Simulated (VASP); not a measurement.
# MnI (P4/mmm) in VASP: single point with PBE

Aim: the single point of MnI with PBE.

Everything below comes from runs of VASP 6.6.1. Logs are shortened: lines on timing, memory, paths and dates and some standing lists are left out, and cuts for length are marked.

### Step 1. The cell of the first run

The typed cell holds 2 atoms: a = 3.643 Å, b = 3.643 Å, c = 3.647 Å, α = 90.00°, β = 90.00°, γ = 90.00°.

### Step 2. Single point, PBE, collinear spin, ferromagnetic start

INCAR

```
SYSTEM = MnI
PREC = Accurate
ENCUT = 520
EDIFF = 1E-7
ISMEAR = 0
SIGMA = 0.1
LREAL = .FALSE.
LASPH = .TRUE.
NELM = 150
ALGO = Normal
ISIF = 2
LWAVE = .FALSE.
LCHARG = .TRUE.
ISPIN = 2
MAGMOM = 4.91 0
LORBIT = 11
LMAXMIX = 4
GGA = PE
LELF = .TRUE.
LVHAR = .TRUE.
NBANDS = 21
```

KPOINTS

```
regular mesh
0
G
  16 16 12
  0 0 0
```

POSCAR

```
MnI
1.0
    3.6430410407      0.0000000000      0.0000000000
    0.0000000000      3.6430410407      0.0000000000
    0.0000000000      0.0000000000      3.6474256592
Mn I
1 1
Direct
    0.5000000000      0.5000000000      0.5000000000
    0.0000000000      0.0000000000      0.0000000000
```

Potentials or basis: VASP PAW PBE potentials, release 64 (Mn_pv, I).

The run is started by

```bash
$ cat potpaw_PBE.64/Mn_pv/POTCAR potpaw_PBE.64/I/POTCAR > POTCAR
$ mpirun -np 1 vasp_std > vasp.out
```

OUTCAR:

```text
SYSTEM = MnI
   PREC = Accurate
   ENCUT = 520
   EDIFF = 1E-7
   ISMEAR = 0
   LREAL = .FALSE.
   LASPH = .TRUE.
   NELM = 150
   ISIF = 2
   ISPIN = 2
   LORBIT = 11
   GGA = PE

 ion  position               nearest neighbor table
   1  0.500  0.500  0.500-   2 3.16   2 3.16   2 3.16   2 3.16   2 3.16   2 3.16   2 3.16   2 3.16

   2  0.000  0.000  0.000-   1 3.16   1 3.16   1 3.16   1 3.16   1 3.16   1 3.16   1 3.16   1 3.16

  LATTYP: Found a simple tetragonal cell.
 ALAT       =     3.6430410407
 C/A-ratio  =     1.0012035600

  Lattice vectors:

 A1 = (   3.6430410407,   0.0000000000,   0.0000000000)
 A2 = (   0.0000000000,   3.6430410407,   0.0000000000)
 A3 = (   0.0000000000,   0.0000000000,   3.6474256592)

Analysis of symmetry for initial positions (statically):
=====================================================================
 Subroutine PRICEL returns:
 Original cell was already a primitive cell.

 Routine SETGRP: Setting up the symmetry group for a
 simple tetragonal supercell.

 Subroutine GETGRP returns: Found 16 space group operations
 (whereof 16 operations were pure point group operations)
 out of a pool of 16 trial point group operations.

The static configuration has the point symmetry D_4h.

Analysis of symmetry for dynamics (positions and initial velocities):
=====================================================================
 Subroutine PRICEL returns:
 Original cell was already a primitive cell.

 Routine SETGRP: Setting up the symmetry group for a
 simple tetragonal supercell.

 Subroutine GETGRP returns: Found 16 space group operations
 (whereof 16 operations were pure point group operations)
 out of a pool of 16 trial point group operations.

The dynamic configuration has the point symmetry D_4h.

Analysis of structural, dynamic, and magnetic symmetry:
=====================================================================
 Subroutine PRICEL returns:
 Original cell was already a primitive cell.

 Routine SETGRP: Setting up the symmetry group for a
 simple tetragonal supercell.

 Subroutine GETGRP returns: Found 16 space group operations
 (whereof 16 operations were pure point group operations)
 out of a pool of 16 trial point group operations.

The overall configuration has the point symmetry D_4h.

 Subroutine INISYM returns: Found 16 space group operations
 (whereof 16 operations are pure point group operations),
 and found     1 'primitive' translations

----------------------------------------------------------------------------------------

                                     Primitive cell

  volume of cell :      48.4077

  direct lattice vectors                    reciprocal lattice vectors
     3.643041041  0.000000000  0.000000000     0.274495947  0.000000000  0.000000000
     0.000000000  3.643041041  0.000000000     0.000000000  0.274495947  0.000000000
     0.000000000  0.000000000  3.647425659     0.000000000  0.000000000  0.274165972

  length of vectors
     3.643041041  3.643041041  3.647425659     0.274495947  0.274495947  0.274165972

  position of ions in fractional coordinates (direct lattice)
     0.500000000  0.500000000  0.500000000
     0.000000000  0.000000000  0.000000000

  ion indices of the primitive-cell ions
   primitive index   ion index
                 1           1
                 2           2

----------------------------------------------------------------------------------------

 KPOINTS: regular mesh

Automatic generation of k-mesh.
 Grid dimensions read from file:
 generate k-points for:   16   16   12

 Generating k-lattice:

  Cartesian coordinates                     Fractional coordinates (reciprocal lattice)
     0.017155997  0.000000000  0.000000000     0.062500000  0.000000000  0.000000000
     0.000000000  0.017155997  0.000000000     0.000000000  0.062500000  0.000000000
     0.000000000  0.000000000  0.022847164     0.000000000  0.000000000  0.083333333

  Length of vectors
     0.017155997  0.017155997  0.022847164

  Shift w.r.t. Gamma in fractional coordinates (k-lattice)
     0.000000000  0.000000000  0.000000000

 Subroutine IBZKPT returns following result:
 ===========================================

 Found    315 irreducible k-points:

 Following reciprocal coordinates:
            Coordinates               Weight
  0.000000  0.000000  0.000000      1.000000
  0.062500  0.000000  0.000000      4.000000
  0.125000  0.000000  0.000000      4.000000
  0.187500  0.000000  0.000000      4.000000
  0.250000  0.000000  0.000000      4.000000
  0.312500  0.000000  0.000000      4.000000
[... 16 lines left out ...]
  0.437500  0.125000  0.000000      8.000000
  0.500000  0.125000  0.000000      4.000000
 [... further k-points ...]
   k-points           NKPTS =    315   k-points in BZ     NKDIM =    315   number of bands    NBANDS=     21
   number of dos      NEDOS =    301   number of ions     NIONS =      2
   total plane-waves  NPLWV =  21952
   dimension x,y,z NGX =    28 NGY =   28 NGZ =   28
   dimension x,y,z NGXF=    56 NGYF=   56 NGZF=   56
   ions per type =               1   1
   NGX,Y,Z   is equivalent  to a cutoff of  12.78, 12.78, 12.76 a.u.
   NGXF,Y,Z  is equivalent  to a cutoff of  25.55, 25.55, 25.52 a.u.
 SYSTEM =  MnI
   PREC   = accura    normal or accurate (medium, high low for compatibility)
   ISTART =      0    job   : 0-new  1-cont  2-samecut
   ICHARG =      2    charge: 1-file 2-atom 10-const
   ISPIN  =      2    spin polarized calculation?
   LNONCOLLINEAR =      F non collinear calculations
   LSORBIT =      F    spin-orbit coupling
   LASPH  =      T    aspherical Exc in radial PAW
   ENCUT  =  520.0 eV  38.22 Ry    6.18 a.u.   6.77  6.77  6.78*2*pi/ulx,y,z
   NELM   =    150;   NELMIN=  2; NELMDL= -5     # of ELM steps
   EDIFF  = 0.1E-06   stopping-criterion for ELM
   LREAL  =      F    real-space projection
   EDIFFG = 0.1E-05   stopping-criterion for IOM
   NSW    =      0    number of steps for IOM
   IBRION =     -1    ionic relax: 0-MD 1-quasi-New 2-CG
   NFREE  =      0    steps in history (QN), initial steepest desc. (CG)
   ISIF   =      2    stress and relaxation
   ISYM   =      2    0-nonsym 1-usesym 2-fastsym
   POTIM  = 0.5000    time-step for ionic-motion
   TEBEG  =    0.0;   TEEND  =   0.0 temperature during run
   PSTRESS=    0.0 pullay stress
   NELECT =      20.0000    total number of electrons
   NUPDOWN=      -1.0000    fix difference up-down
   EMIN   =  10.00;   EMAX   =-10.00  energy-range for DOS
   EFERMI =   0.00;   METHOD = LEGACY
   ISMEAR =     0;   SIGMA  =   0.10  broadening in eV -4-tet -1-fermi 0-gaus
   EFERMI_NEDOS =   21; number of points for ismear=-14 and -15
   IALGO  =     38    algorithm
   IMIX   =      4    mixing-type and parameters
     AMIX     =   0.40;   BMIX     =  1.00
     AMIX_MAG =   1.60;   BMIX_MAG =  1.00
  volume/ion in A,a.u.               =      24.20       163.34
  Fermi-wavevector in a.u.,A,eV,Ry     =   1.219308  2.304157 20.227934  1.486711
  Thomas-Fermi vector in A             =   2.354564
   LORBIT       =     11    0 simple, 1 ext, 2 COOP (PROOUT), +10 PAW based schemes
   GGA     = PE    functional components
   LHFCALC =     F    Hartree Fock is set to
   AEXX    =    0.0000 exact exchange contribution
   IVDW    =     0    specifies the selected vdW correction
   LEPSILON=     F    determine dielectric tensor
   LRPA    =     F    only Hartree local field effects (RPA)
 spin polarized calculation
 Gauss-broadening in eV      SIGMA  =   0.10
  energy-cutoff  :      520.00
  volume of cell :       48.41
 maximum number of plane-waves:      1338
 NGX is ok and might be reduce to    28
   NGX = 13   NGY = 13   NGZ = 13

 number of electron      19.9999963 magnetization       4.3412630

 Free energy of the ion-electron system (eV)
  ---------------------------------------------------
  ext. energy  EPLUGINS =         0.00000000
  ---------------------------------------------------
  free energy    TOTEN  =        -9.42542898 eV

  energy without entropy =       -9.41657897  energy(sigma->0) =       -9.42100398

 E-fermi :   7.6282     XC(G=0): -10.2233

 val. band max:        7.6269428357   @ k =   0.5000   0.3125   0.0000
 cond. band min:       7.6306504722   @ k =   0.1875   0.1250   0.3333
 fundamental gap:      0.0037076365
 Fermi energy:         7.6281856836

 spin component 1

 k-point     1 :       0.0000    0.0000    0.0000
  band No.  band energies     occupation
      1     -42.5993      1.00000
      2     -42.5993      1.00000
      3     -42.5977      1.00000
      4      -7.5951      1.00000
      5       4.4065      1.00000
      6       4.4087      1.00000
[... 13 lines left out ...]
     20      19.7348      0.00000
     21      19.7533      0.00000
[... 529 lines left out ...]
 k-point    24 :       0.5000    0.1250    0.0000
  band No.  band energies     occupation
      1     -42.6038      1.00000
      2     -42.5996      1.00000
      3     -42.5973      1.00000
      4      -6.7278      1.00000
      5       0.2175      1.00000
      6       3.5650      1.00000
[... 13 lines left out ...]
     20      20.1929      0.00000
     21      21.8240      0.00000

 [... further k-points ...]

 spin component 2

 k-point     1 :       0.0000    0.0000    0.0000
  band No.  band energies     occupation
      1     -38.3776      1.00000
      2     -38.3776      1.00000
      3     -38.3775      1.00000
      4      -7.4972      1.00000
      5       4.7919      1.00000
      6       4.8092      1.00000
[... 13 lines left out ...]
     20      20.1284      0.00000
     21      20.1443      0.00000
[... 529 lines left out ...]
 k-point    24 :       0.5000    0.1250    0.0000
  band No.  band energies     occupation
      1     -38.3836      1.00000
      2     -38.3779      1.00000
      3     -38.3769      1.00000
      4      -6.6521      1.00000
      5       0.5253      1.00000
      6       4.3549      1.00000
[... 13 lines left out ...]
     20      20.6052      0.00000
     21      22.0477      0.00000

 [... further k-points ...]
[... 5 lines left out ...]
  --------------------------------------------------------------------------------------
  -------------------------------------------------------------------------------------
  Total        0.0045311      0.0045311     -0.0051005      0.0000000     -0.0000000      0.0000000
  in kB        0.1499696      0.1499696     -0.1688149      0.0000000     -0.0000000      0.0000000
  external PRESSURE =       0.0437081 kB  Pullay stress =       0.0000000 kB

 VOLUME and BASIS-vectors are now :
 -----------------------------------------------------------------------------
  energy-cutoff  :      520.00
  volume of cell :       48.41
      direct lattice vectors                 reciprocal lattice vectors
     3.643041041  0.000000000  0.000000000     0.274495947  0.000000000  0.000000000
     0.000000000  3.643041041  0.000000000     0.000000000  0.274495947  0.000000000
     0.000000000  0.000000000  3.647425659     0.000000000  0.000000000  0.274165972

 POSITION                                       TOTAL-FORCE (eV/Angst)
 -----------------------------------------------------------------------------------
      1.82152      1.82152      1.82371         0.000000      0.000000      0.000000
      0.00000      0.00000      0.00000         0.000000      0.000000      0.000000
 -----------------------------------------------------------------------------------
    total drift:                                0.000000      0.000000      0.000000

  FREE ENERGIE OF THE ION-ELECTRON SYSTEM (eV)
  ---------------------------------------------------
  free  energy   TOTEN  =        -9.4254289828 eV

  energy  without entropy=       -9.4165789722  energy(sigma->0) =       -9.42100398

 total charge

# of ion       s       p       d       tot
------------------------------------------
    1        0.205   6.077   5.054  11.336
    2        1.522   2.710   0.058   4.290
--------------------------------------------------
tot          1.727   8.787   5.112  15.626

 magnetization (x)

# of ion       s       p       d       tot
------------------------------------------
    1        0.037   0.014   3.956   4.007
    2        0.018   0.067   0.001   0.086
--------------------------------------------------
tot          0.055   0.081   3.957   4.093
```

Wall time 3.4 min (1 thread of Intel Xeon 6975P-C (Granite Rapids), shared host); peak memory 0.54 GiB.

Results:

| Property | Result |
| --- | --- |
| Free energy | -9.4254 eV |
| Pressure | 0.0 GPa |
| Net moment | 4.34 μB per cell |
| Site moments | Mn +4.01; I +0.09 μB |
| Valence electrons inside the program's atomic spheres | Mn 11.34; I 4.29 |

Levels at points of the mesh, in eV from the Fermi level:
Spin up:
```csv
k point,band 8,band 9,band 10,band 11,band 12,band 13,band 14,band 15,band 16,band 17
"(0.00, 0.00, 0.00)",-2.95,-2.95,-2.67,-2.67,-2.67,-1.10,4.47,4.47,9.48,9.50
"(0.50, 0.00, 0.00)",-3.04,-2.64,-2.20,-0.87,-0.86,2.17,3.64,4.87,5.11,5.14
"(0.50, 0.50, 0.00)",-2.92,-2.92,-2.74,-2.21,-1.63,-0.86,6.10,6.10,6.43,8.42
"(0.00, 0.00, 0.50)",-3.04,-2.64,-2.21,-0.86,-0.86,2.18,3.65,4.87,5.13,5.13
"(0.50, 0.00, 0.50)",-2.91,-2.91,-2.73,-2.21,-1.62,-0.87,6.11,6.12,6.44,8.44
"(0.50, 0.50, 0.50)",-2.19,-2.19,-1.46,-1.46,-1.46,0.42,0.42,0.42,1.93,15.51
```
Spin down:
| k point | band 6 | band 7 | band 8 | band 9 | band 10 | band 11 |
| --- | --- | --- | --- | --- | --- | --- |
| (0.00, 0.00, 0.00) | -2.82 | -2.82 | -0.60 | -0.60 | -0.16 | 1.27 |
| (0.50, 0.00, 0.00) | -2.61 | -2.60 | -0.10 | 1.23 | 1.34 | 2.00 |
| (0.50, 0.50, 0.00) | -5.97 | -1.60 | -1.56 | 0.75 | 0.75 | 0.89 |
| (0.00, 0.00, 0.50) | -2.60 | -2.60 | -0.10 | 1.23 | 1.34 | 2.01 |
| (0.50, 0.00, 0.50) | -5.97 | -1.60 | -1.55 | 0.76 | 0.76 | 0.90 |
| (0.50, 0.50, 0.50) | -5.40 | -5.39 | 0.87 | 0.88 | 0.88 | 1.36 |

Caveat: spin-orbit coupling is left out, which moves the levels of the heavy elements; semilocal functionals often make such compounds metallic where correlation or magnetic order opens a gap, which also shifts bond lengths.
